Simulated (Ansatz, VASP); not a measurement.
**Two plane-wave programs on C**

```
C
1.0
     0.00000    2.06963    3.23320
     1.19569    0.00000    3.23320
     1.19569    2.06963    0.00000
C
2
Cartesian
  1.1957 0.6900 3.2332
  1.1957 3.4492 3.2332
```

Alike in both runs: task single point; functional PBEsol; dispersion D3(BJ); k mesh 16 × 16 × 16; occupations gaussian, width 0.03 eV; no spin polarisation.

|  | VASP | Ansatz |
| --- | --- | --- |
| version | VASP 6.6.1 | Ansatz 0.2.0 |
| potentials or method | VASP PAW PBE potentials, release 64 (C), cutoff 520 eV | scalar-relativistic, plane waves, PAW |
| valence electrons in the cell | 8 | 8 |

```tsv
	VASP	Ansatz	Ansatz less VASP
gap on the k mesh at the Fermi level (eV)	0.12	0.12	+0.003
least direct gap on the mesh (eV)	0.14	0.15	+0.002
rms of the force components (eV/Å)	0.017	0.017	+0.0001
```

VASP's potentials were made for PBE, not for PBEsol, and Ansatz warns of the same on its side. Atom by atom the forces differ by 0.000 eV/Å (rms over components).
